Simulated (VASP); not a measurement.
The system is IrO.

```
Ir O
1.0
     0.00000    2.17845    2.17845
     2.17845    0.00000    2.17845
     2.17845    2.17845    0.00000
Ir O
1 1
Direct
  0.00000 0.00000 0.00000
  0.25000 0.25000 0.25000
```

* Program: VASP 6.6.1
* Task: relaxation of cell and atoms
* Functional: PBE
* Potentials or basis: VASP PAW PBE potentials, release 64 (Ir, O)
* Cutoff: 600 eV
* k mesh: 8 × 8 × 8
* Occupations: gaussian, width 0.1 eV
* Spin: no spin polarisation

At the start: pressure 100.7 GPa; volume 10.34 Å³/atom.

Q: Where does the relaxation end?

A: Over 5 steps the energy falls by 794.7 meV/atom and the volume is 13.63 Å³/atom (+31.8 %); space group F-43m (No. 216, to 0.05 Å).

Step by step:
```
step  energy change (eV)  largest force (eV/Å)  pressure (GPa)  volume (Å³)
   1              0.0000                0.0000          100.70        20.68
   2              1.4271                0.0000          -32.34        46.85
   3             -1.5437                0.0000           -8.97        28.82
   4             -1.5830                0.0000           -3.57        27.83
   5             -1.5893                0.0000            0.16        27.25
```

Final structure:
```cif
data_structure
_symmetry_space_group_name_H-M 'P 1'
_symmetry_Int_Tables_number 1
_cell_length_a 3.3778
_cell_length_b 3.3778
_cell_length_c 3.3778
_cell_angle_alpha 60.000
_cell_angle_beta 60.000
_cell_angle_gamma 60.000
_cell_volume 27.25
loop_
_atom_site_label
_atom_site_type_symbol
_atom_site_fract_x
_atom_site_fract_y
_atom_site_fract_z
_atom_site_occupancy
Ir1 Ir 0.00000 0.00000 0.00000 1
O1 O 0.25000 0.25000 0.25000 1
```

Caveat: the volume moved by over 15 % at a fixed basis, so the end points are rough; an odd number of electrons without spin polarisation forces a metal; a magnetic or distorted state may lie lower.
